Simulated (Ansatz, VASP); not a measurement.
## One calculation of K, two programs

File INCAR:

```
SYSTEM = K
PREC = Accurate ; ENCUT = 520
EDIFF = 1E-7 ; ISMEAR = -1
SIGMA = 0.1 ; LREAL = .FALSE.
LASPH = .TRUE. ; NELM = 80
ALGO = Normal ; ISIF = 2
LWAVE = .FALSE. ; LCHARG = .TRUE.
LELF = .TRUE. ; LVHAR = .TRUE.
NBANDS = 20
```

File KPOINTS:

```
Automatic mesh
0
G
  6 6 8
  0 0 0
```

File POSCAR:

```
K
1.0
    7.2210814426      0.0000000000      0.0000000000
   -3.6105407213      6.2536399721      0.0000000000
    0.0000000000      0.0000000000      4.3009003603
K
3
Direct
    1.0000000000      1.0000000000      0.0000000000
    0.3333333333      0.6666666667      0.5000000000
    0.6666666667      0.3333333333      0.5000000000
```

Input for Ansatz:

```yaml
crystal:
  lattice:
    - [7.2210814426, 0.0, 0.0]
    - [-3.6105407213, 6.2536399721, 0.0]
    - [0.0, 0.0, 4.3009003603]
  atoms:
    - { symbol: K, position: [1.0, 1.0, 0.0] }
    - { symbol: K, position: [0.3333333333, 0.6666666667, 0.5] }
    - { symbol: K, position: [0.6666666667, 0.3333333333, 0.5] }
hamiltonian:
  xc: lda
  pseudopotentials:
    kind: paw
    azcp:
      K: "pseudopotentials/K.paw.azcp"
basis:
  ecutwfc: 420
  fft_grid_basis: typed
kpoints:
  mp_grid: { grid: [6, 6, 8], shift: [0, 0, 0] }
magnetization:
  spin_polarized: false
scf:
  occupations: { method: fermi_dirac, width: 0.1 }
  lower_state_search: "off"
output:
  stress: true
  write_density: true
  write_potential: true
  elf: true
  volumetric_format: npy
```

Alike in both runs: task single point; functional LDA; k mesh 6 × 6 × 8; occupations fermi-dirac, width 0.1 eV; no spin polarisation.

```csv
,VASP,Ansatz
version,VASP 6.6.1,Ansatz 0.2.0
potentials or method,"VASP PAW LDA potentials, release 64 (K_sv), cutoff 520 eV","plane waves (420 eV) with PAW, scalar-relativistic"
valence electrons in the cell,27,27
```

|  | VASP | Ansatz | Ansatz less VASP |
| --- | --- | --- | --- |
| pressure (GPa) | 0.0 | 0.0 | +0.02 |

Ansatz warns that its potentials were made for another functional, while VASP's fit it. LDA's correlation is that of Perdew and Zunger in VASP and of Perdew and Wang (1992) in Ansatz.
